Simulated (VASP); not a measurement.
# LiCl (I4/mmm) in VASP: further runs

The runs below take LiCl through single point, with r2SCAN, HSE06.

All numbers are computed with VASP 6.6.1; they aren't measurements. Logs are shortened: lines on timing, memory, paths and dates and some standing lists are left out, and cuts for length are marked.

**1. The cell of the first run**

The structure is tetragonal, space group I4/mmm (No. 139). Conventional cell: a = 3.423 Å, b = 3.423 Å, c = 5.339 Å, α = 90.00°, β = 90.00°, γ = 90.00°. Li (site symmetry 4/mmm) has 6 Cl at 2.42 to 2.67 Å within 3.2 Å. Cl (site symmetry 4/mmm) has 6 Li at 2.42 to 2.67 Å within 3.2 Å.

**2. Single point, r2SCAN (epitaxial xy strain -5.3%)**

POSCAR reads:

```
LiCl
1.0
    0.0000000000      2.4203114283      2.6693782126
    2.4203114283      0.0000000000      2.6693782126
    2.4203114283      2.4203114283      0.0000000000
Li Cl
1 1
Direct
    0.0000000000      0.0000000000      0.0000000000
    0.5000000000      0.5000000000      0.5000000000
```

INCAR.step1 reads:

```
PREC = Accurate ; ENCUT = 520
ISMEAR = 0 ; SIGMA = 0.01
LREAL = False ; LASPH = True
NELM = 100 ; NBANDS = 12
GGA = PE ; ALGO = Normal
EDIFF = 1E-4 ; LWAVE = True
LCHARG = False
```

INCAR.step2 reads:

```
PREC = Accurate ; ENCUT = 520
EDIFF = 1E-6 ; ISMEAR = 0
SIGMA = 0.01 ; LREAL = False
LASPH = True ; NELM = 100
ALGO = Normal ; ISIF = 2
LWAVE = False ; LCHARG = False
METAGGA = R2SCAN ; LMIXTAU = True
NBANDS = 12 ; ISTART = 1
```

KPOINTS reads:

```
regular mesh
0
Gamma
  8 8 8
```

Potentials or basis: VASP PAW PBE potentials, release 64 (Li_sv, Cl).

Started as:

```
> cat potpaw_PBE.64/Li_sv/POTCAR potpaw_PBE.64/Cl/POTCAR > POTCAR
> cp INCAR.step1 INCAR
> mpirun -np 1 vasp_std > vasp.out
> cp INCAR.step2 INCAR
> mpirun -np 1 vasp_std > vasp.out
```

OUTCAR:

```text
PREC = Accurate
   ENCUT = 520
   EDIFF = 1E-6
   ISMEAR = 0
   LREAL = False
   LASPH = True
   NELM = 100
   ISIF = 2
   METAGGA = R2SCAN
   ISTART = 1

 ion  position               nearest neighbor table
   1  0.000  0.000  0.000-   2 2.42   2 2.42   2 2.42   2 2.42
   2  0.500  0.500  0.500-   1 2.42   1 2.42   1 2.42   1 2.42

  LATTYP: Found a body centered tetragonal cell.
 ALAT       =     3.4228372471
 C/A-ratio  =     1.5597459183

  Lattice vectors:

 A1 = (  -2.4203114283,   0.0000000000,   2.6693782126)
 A2 = (   2.4203114283,   0.0000000000,   2.6693782126)
 A3 = (   0.0000000000,   2.4203114283,  -2.6693782126)

Analysis of symmetry for initial positions (statically):
=====================================================================
 Subroutine PRICEL returns:
 Original cell was already a primitive cell.

 Routine SETGRP: Setting up the symmetry group for a
 body centered tetragonal supercell.

 Subroutine GETGRP returns: Found 16 space group operations
 (whereof 16 operations were pure point group operations)
 out of a pool of 16 trial point group operations.

The static configuration has the point symmetry D_4h.

Analysis of symmetry for dynamics (positions and initial velocities):
=====================================================================
 Subroutine PRICEL returns:
 Original cell was already a primitive cell.

 Routine SETGRP: Setting up the symmetry group for a
 body centered tetragonal supercell.

 Subroutine GETGRP returns: Found 16 space group operations
 (whereof 16 operations were pure point group operations)
 out of a pool of 16 trial point group operations.

The dynamic configuration has the point symmetry D_4h.

 Subroutine INISYM returns: Found 16 space group operations
 (whereof 16 operations are pure point group operations),
 and found     1 'primitive' translations

----------------------------------------------------------------------------------------

                                     Primitive cell

  volume of cell :      31.2739

  direct lattice vectors                    reciprocal lattice vectors
     0.000000000  2.420311428  2.669378213    -0.206584985  0.206584985  0.187309538
     2.420311428  0.000000000  2.669378213     0.206584985 -0.206584985  0.187309538
     2.420311428  2.420311428  0.000000000     0.206584985  0.206584985 -0.187309538

  length of vectors
     3.603260669  3.603260669  3.422837247     0.347044054  0.347044054  0.347044054

  position of ions in fractional coordinates (direct lattice)
     0.000000000  0.000000000  0.000000000
     0.500000000  0.500000000  0.500000000

  ion indices of the primitive-cell ions
   primitive index   ion index
                 1           1
                 2           2

----------------------------------------------------------------------------------------

 KPOINTS: regular mesh

Automatic generation of k-mesh.
 Grid dimensions read from file:
 generate k-points for:    8    8    8

 Generating k-lattice:

  Cartesian coordinates                     Fractional coordinates (reciprocal lattice)
    -0.025823123  0.025823123  0.023413692     0.125000000  0.000000000  0.000000000
     0.025823123 -0.025823123  0.023413692     0.000000000  0.125000000  0.000000000
     0.025823123  0.025823123 -0.023413692     0.000000000  0.000000000  0.125000000

  Length of vectors
     0.043380507  0.043380507  0.043380507

  Shift w.r.t. Gamma in fractional coordinates (k-lattice)
     0.000000000  0.000000000  0.000000000

 Subroutine IBZKPT returns following result:
 ===========================================

 Found     59 irreducible k-points:

 Following reciprocal coordinates:
            Coordinates               Weight
  0.000000  0.000000  0.000000      1.000000
  0.125000 -0.000000  0.000000      8.000000
  0.250000 -0.000000  0.000000      8.000000
  0.375000 -0.000000  0.000000      8.000000
  0.500000 -0.000000  0.000000      4.000000
  0.125000  0.125000  0.000000      2.000000
[... 16 lines left out ...]
  0.250000 -0.000000  0.125000     16.000000
  0.375000 -0.000000  0.125000     16.000000
 [... further k-points ...]
   k-points           NKPTS =     59   k-points in BZ     NKDIM =     59   number of bands    NBANDS=     12
   number of dos      NEDOS =    301   number of ions     NIONS =      2
   total plane-waves  NPLWV =  21952
   dimension x,y,z NGX =    28 NGY =   28 NGZ =   28
   dimension x,y,z NGXF=    56 NGYF=   56 NGZF=   56
   ions per type =               1   1
   NGX,Y,Z   is equivalent  to a cutoff of  12.92, 12.92, 13.60 a.u.
   NGXF,Y,Z  is equivalent  to a cutoff of  25.84, 25.84, 27.20 a.u.
 SYSTEM =  unknown system
   PREC   = accura    normal or accurate (medium, high low for compatibility)
   ISTART =      1    job   : 0-new  1-cont  2-samecut
   ICHARG =      0    charge: 1-file 2-atom 10-const
   ISPIN  =      1    spin polarized calculation?
   LNONCOLLINEAR =      F non collinear calculations
   LSORBIT =      F    spin-orbit coupling
   LASPH  =      T    aspherical Exc in radial PAW
   ENCUT  =  520.0 eV  38.22 Ry    6.18 a.u.   6.70  6.70  6.36*2*pi/ulx,y,z
   NELM   =    100;   NELMIN=  2; NELMDL=  0     # of ELM steps
   EDIFF  = 0.1E-05   stopping-criterion for ELM
   LREAL  =      F    real-space projection
   EDIFFG = 0.1E-04   stopping-criterion for IOM
   NSW    =      0    number of steps for IOM
   IBRION =     -1    ionic relax: 0-MD 1-quasi-New 2-CG
   NFREE  =      0    steps in history (QN), initial steepest desc. (CG)
   ISIF   =      2    stress and relaxation
   ISYM   =      2    0-nonsym 1-usesym 2-fastsym
   POTIM  = 0.5000    time-step for ionic-motion
   TEBEG  =    0.0;   TEEND  =   0.0 temperature during run
   PSTRESS=    0.0 pullay stress
   NELECT =      10.0000    total number of electrons
   NUPDOWN=      -1.0000    fix difference up-down
   EMIN   =  10.00;   EMAX   =-10.00  energy-range for DOS
   EFERMI =   0.00;   METHOD = LEGACY
   ISMEAR =     0;   SIGMA  =   0.01  broadening in eV -4-tet -1-fermi 0-gaus
   EFERMI_NEDOS =   21; number of points for ismear=-14 and -15
   IALGO  =     38    algorithm
   IMIX   =      4    mixing-type and parameters
     AMIX     =   0.40;   BMIX     =  1.00
     AMIX_MAG =   1.60;   BMIX_MAG =  1.00
  volume/ion in A,a.u.               =      15.64       105.52
  Fermi-wavevector in a.u.,A,eV,Ry     =   1.119474  2.115499 17.051117  1.253222
  Thomas-Fermi vector in A             =   2.256113
   LORBIT       =      0    0 simple, 1 ext, 2 COOP (PROOUT), +10 PAW based schemes
   METAGGA = R2SCAN    functional components
   LHFCALC =     F    Hartree Fock is set to
   AEXX    =    0.0000 exact exchange contribution
   IVDW    =     0    specifies the selected vdW correction
   LEPSILON=     F    determine dielectric tensor
   LRPA    =     F    only Hartree local field effects (RPA)
 non-spin polarized calculation
 Gauss-broadening in eV      SIGMA  =   0.01
  energy-cutoff  :      520.00
  volume of cell :       31.27
 maximum number of plane-waves:       862
   NGX = 13   NGY = 13   NGZ = 13

 number of electron       9.9999993 magnetization

 Free energy of the ion-electron system (eV)
  ---------------------------------------------------
  ext. energy  EPLUGINS =         0.00000000
  ---------------------------------------------------
  free energy    TOTEN  =       -12.54319770 eV

  energy without entropy =      -12.54319770  energy(sigma->0) =      -12.54319770

 E-fermi :   0.9346     XC(G=0):  -9.5080

 val. band max:        0.8877060150   @ k =   0.0000   0.0000   0.0000
 cond. band min:       8.3345006542   @ k =   0.5000  -0.0000   0.0000
 fundamental gap:      7.4467946392
 Fermi energy:         0.9346337952

 k-point     1 :       0.0000    0.0000    0.0000
  band No.  band energies     occupation
      1     -43.9073      2.00000
      2     -13.4980      2.00000
      3       0.6975      2.00000
      4       0.6975      2.00000
      5       0.8877      2.00000
      6       8.5612      0.00000
      7      12.9549      0.00000
      8      13.8662      0.00000
      9      13.8662      0.00000
     10      15.5844      0.00000
     11      15.8152      0.00000
     12      17.1663      0.00000

 k-point     2 :       0.1250   -0.0000    0.0000
  band No.  band energies     occupation
      1     -43.9068      2.00000
      2     -13.4082      2.00000
      3       0.1706      2.00000
      4       0.6846      2.00000
      5       0.7589      2.00000
      6       9.0039      0.00000
      7      12.7679      0.00000
      8      13.0666      0.00000
      9      14.0170      0.00000
     10      14.6886      0.00000
     11      15.3974      0.00000
     12      17.3203      0.00000

 k-point     3 :       0.2500   -0.0000    0.0000
  band No.  band energies     occupation
      1     -43.9053      2.00000
      2     -13.1779      2.00000
      3      -0.9888      2.00000
      4       0.5572      2.00000
      5       0.6577      2.00000
      6       9.1451      0.00000
      7      11.9479      0.00000
      8      12.9894      0.00000
      9      13.0433      0.00000
     10      15.7872      0.00000
     11      15.8144      0.00000
     12      18.2112      0.00000

 k-point     4 :       0.3750   -0.0000    0.0000
  band No.  band energies     occupation
      1     -43.9039      2.00000
      2     -12.9252      2.00000
      3      -1.9939      2.00000
      4       0.3771      2.00000
      5       0.6364      2.00000
      6       8.5935      0.00000
      7      11.1313      0.00000
      8      11.9279      0.00000
      9      14.6860      0.00000
     10      17.5035      0.00000
     11      17.9356      0.00000
     12      19.0307      0.00000

 k-point     5 :       0.5000   -0.0000    0.0000
  band No.  band energies     occupation
      1     -43.9033      2.00000
      2     -12.8127      2.00000
      3      -2.3836      2.00000
      4       0.3067      2.00000
      5       0.6291      2.00000
      6       8.3345      0.00000
      7      10.8409      0.00000
      8      11.5547      0.00000
      9      15.7748      0.00000
     10      18.7495      0.00000
     11      19.5580      0.00000
     12      19.6017      0.00000
[... 228 lines left out ...]
      1     -43.9036      2.00000
      2     -12.6502      2.00000
      3      -2.5272      2.00000
      4      -0.2602      2.00000
      5      -0.2602      2.00000
      6       9.9215      0.00000
      7      10.0676      0.00000
      8      14.1363      0.00000
      9      17.4517      0.00000
     10      17.4520      0.00000
     11      18.9951      0.00000
     12      20.6836      0.00000

 k-point    22 :       0.1250    0.0000    0.1250
  band No.  band energies     occupation
      1     -43.9065      2.00000
      2     -13.3698      2.00000
      3       0.2346      2.00000
      4       0.4040      2.00000
      5       0.7067      2.00000
      6       9.3005      0.00000
      7      12.6445      0.00000
      8      13.4338      0.00000
      9      13.4873      0.00000
     10      13.6280      0.00000
     11      16.2942      0.00000
     12      17.4474      0.00000

 k-point    23 :       0.2500   -0.0000    0.1250
  band No.  band energies     occupation
      1     -43.9052      2.00000
      2     -13.1760      2.00000
      3      -0.7018      2.00000
      4       0.3058      2.00000
      5       0.5254      2.00000
      6       9.8655      0.00000
      7      11.8641      0.00000
      8      12.3062      0.00000
      9      13.2191      0.00000
     10      14.5337      0.00000
     11      16.7078      0.00000
     12      18.8389      0.00000

 k-point    24 :       0.3750   -0.0000    0.1250
  band No.  band energies     occupation
      1     -43.9038      2.00000
      2     -12.9213      2.00000
      3      -1.7233      2.00000
      4       0.2175      2.00000
      5       0.3037      2.00000
      6       9.3730      0.00000
      7      11.4416      0.00000
      8      12.2724      0.00000
      9      13.1004      0.00000
     10      16.3344      0.00000
     11      18.4791      0.00000
     12      19.8669      0.00000

 [... further k-points ...]
[... 5 lines left out ...]
  --------------------------------------------------------------------------------------
  -------------------------------------------------------------------------------------
  Total        0.9360622      0.9360622     -0.0490023      0.0000000      0.0000000     -0.0000000
  in kB       47.9548654     47.9548654     -2.5104082      0.0000000      0.0000000     -0.0000000
  external PRESSURE =      31.1331075 kB  Pullay stress =       0.0000000 kB

 VOLUME and BASIS-vectors are now :
 -----------------------------------------------------------------------------
  energy-cutoff  :      520.00
  volume of cell :       31.27
      direct lattice vectors                 reciprocal lattice vectors
     0.000000000  2.420311428  2.669378213    -0.206584985  0.206584985  0.187309538
     2.420311428  0.000000000  2.669378213     0.206584985 -0.206584985  0.187309538
     2.420311428  2.420311428  0.000000000     0.206584985  0.206584985 -0.187309538

 POSITION                                       TOTAL-FORCE (eV/Angst)
 -----------------------------------------------------------------------------------
      0.00000      0.00000      0.00000         0.000000     -0.000000      0.000000
      2.42031      2.42031      2.66938        -0.000000      0.000000      0.000000
 -----------------------------------------------------------------------------------
    total drift:                                0.000000      0.000000      0.000000

  FREE ENERGIE OF THE ION-ELECTRON SYSTEM (eV)
  ---------------------------------------------------
  free  energy   TOTEN  =       -12.5431977022 eV

  energy  without entropy=      -12.5431977022  energy(sigma->0) =      -12.54319770
```

Run time: 45 s. Hardware: 1 thread of Intel Xeon 6975P-C (Granite Rapids), shared host; peak memory 0.16 GiB.

What came out:

- Free energy: -12.5432 eV
- Band gap on the k mesh: 7.45 eV, indirect (least direct gap 7.67 eV)

Levels at points of the mesh, in eV from the valence-band top:
```tsv
k point	band 2	band 3	band 4	band 5	band 6	band 7	band 8	band 9
(0.00, 0.00, 0.00)	-14.39	-0.19	-0.19	0.00	7.67	12.07	12.98	12.98
(0.50, 0.00, 0.00)	-13.70	-3.27	-0.58	-0.26	7.45	9.95	10.67	14.89
(0.50, 0.50, 0.00)	-13.54	-3.41	-1.15	-1.15	9.03	9.18	13.25	16.56
(0.50, 0.00, 0.50)	-13.31	-3.42	-1.86	-1.15	8.60	8.83	14.66	14.70
```

Caveat: the cell differs from its parent crystal (epitaxial xy strain -5.3%); the cutoff is under 1.25 times the usual one of these potentials, so pressure, stress and relaxed cells hold a basis-set (Pulay) error; the PAW data sets were made with another functional, which shifts forces and pressure a little. A k mesh can miss the band edges.

**3. Single point, HSE06 (epitaxial xy strain -5.3%)**

POSCAR is that of step 2.

INCAR.step1 reads:

```
  PREC = Accurate
  ENCUT = 520
  EDIFF = 1E-5
  ISMEAR = 0
  SIGMA = 0.01
  LREAL = F
  LASPH = T
  NELM = 80
  ALGO = Normal
  ISIF = 2
  LWAVE = T
  LCHARG = F
  GGA = PE
  NBANDS = 12
```

INCAR.step2 reads:

```
  PREC = Accurate
  ENCUT = 520
  EDIFF = 1E-7
  ISMEAR = 0
  SIGMA = 0.01
  LREAL = F
  LASPH = T
  NELM = 80
  ALGO = Normal
  ISIF = 2
  LWAVE = F
  LCHARG = F
  GGA = PE
  LHFCALC = T
  HFSCREEN = 0.2079
  PRECFOCK = Normal
  ISTART = 1
  NBANDS = 12
```

KPOINTS reads:

```
Automatic mesh
0
Gamma
  6 6 6
```

Potentials or basis: VASP PAW PBE potentials, release 64 (Li_sv, Cl).

Started as:

```
> cat potpaw_PBE.64/Li_sv/POTCAR potpaw_PBE.64/Cl/POTCAR > POTCAR
> cp INCAR.step1 INCAR
> mpirun -np 1 vasp_std > vasp.out
> cp INCAR.step2 INCAR
> mpirun -np 1 vasp_std > vasp.out
```

Wall time 7.3 min (1 thread of Intel Xeon 6975P-C (Granite Rapids), shared host); peak memory 0.26 GiB.

The run converged. Its results:

```
Free energy            : -8.4126 eV
Band gap on the k mesh : 8.04 eV, indirect (least direct gap 8.08 eV)
```

Levels at points of the mesh, in eV from the valence-band top:
| k point | band 2 | band 3 | band 4 | band 5 | band 6 | band 7 | band 8 | band 9 |
| --- | --- | --- | --- | --- | --- | --- | --- | --- |
| (0.00, 0.00, 0.00) | -15.09 | -0.21 | -0.21 | 0.00 | 8.08 | 12.86 | 13.80 | 13.80 |
| (0.50, 0.00, 0.00) | -14.36 | -3.51 | -0.61 | -0.27 | 8.04 | 10.63 | 11.36 | 15.38 |
| (0.50, 0.50, 0.00) | -14.19 | -3.62 | -1.22 | -1.22 | 9.67 | 9.73 | 13.82 | 16.96 |
| (0.50, 0.00, 0.50) | -13.94 | -3.63 | -1.97 | -1.21 | 9.29 | 9.34 | 15.12 | 15.25 |

Caveat: the cell differs from its parent crystal (epitaxial xy strain -5.3%); the cutoff is under 1.25 times the usual one of these potentials, so pressure, stress and relaxed cells hold a basis-set (Pulay) error; the PAW data sets were made with another functional, which shifts forces and pressure a little.
